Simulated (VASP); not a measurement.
Set up this calculation in VASP 6.6.1, as the native input.

| Property | Result |
| --- | --- |
| Task | single point |
| Functional | PBE |
| Potentials or basis | VASP PAW PBE potentials, release 64 (B, N) |
| Cutoff | 520 eV |
| k mesh | 8 × 8 × 3 |
| Occupations | gaussian, width 0.01 eV |
| Spin | no spin polarisation |
| Dipole correction | no |
| Further INCAR settings | ALGO = Normal; EDIFF = 1e-06; NBANDS = 16 |

The structure of BN lies in POSCAR:

```
BN
1.0
    2.4982400000      0.0000000000      0.0000000000
   -1.2491200000      2.1635393000      0.0000000000
    0.0000000000      0.0000000000      6.6357000000
B N
2 2
Direct
    0.3333333333      0.6666666667      0.2500000000
    0.6666666667      0.3333333333      0.7500000000
    0.3333333333      0.6666666667      0.7500000000
    0.6666666667      0.3333333333      0.2500000000
```

One way to write it, as run:

INCAR

```
PREC = Accurate ; ENCUT = 520
EDIFF = 1E-6 ; ISMEAR = 0
SIGMA = 0.01 ; LREAL = False
LASPH = True ; NELM = 60
ALGO = Normal ; ISIF = 2
LWAVE = False ; LCHARG = False
GGA = PE ; NBANDS = 16
```

KPOINTS

```
regular mesh
0
Gamma
  8 8 3
```

Potentials or basis: VASP PAW PBE potentials, release 64 (B, N).

Run with:

```console
$ cat potpaw_PBE.64/B/POTCAR potpaw_PBE.64/N/POTCAR > POTCAR
$ mpirun -np 1 vasp_std > vasp.out
```

Results of the run:

```yaml
Pressure: 5.2 GPa
Band_gap_on_the_k_mesh: 4.27 eV, indirect (least direct gap 4.69 eV)
```

Caveat: this functional lacks dispersion, which binds the layers, so the pressure and a relaxed spacing across them are unreliable.

Wall time 8.9 s on 1 thread of Intel Xeon 6975P-C (shared host), peak memory 0.15 GiB.
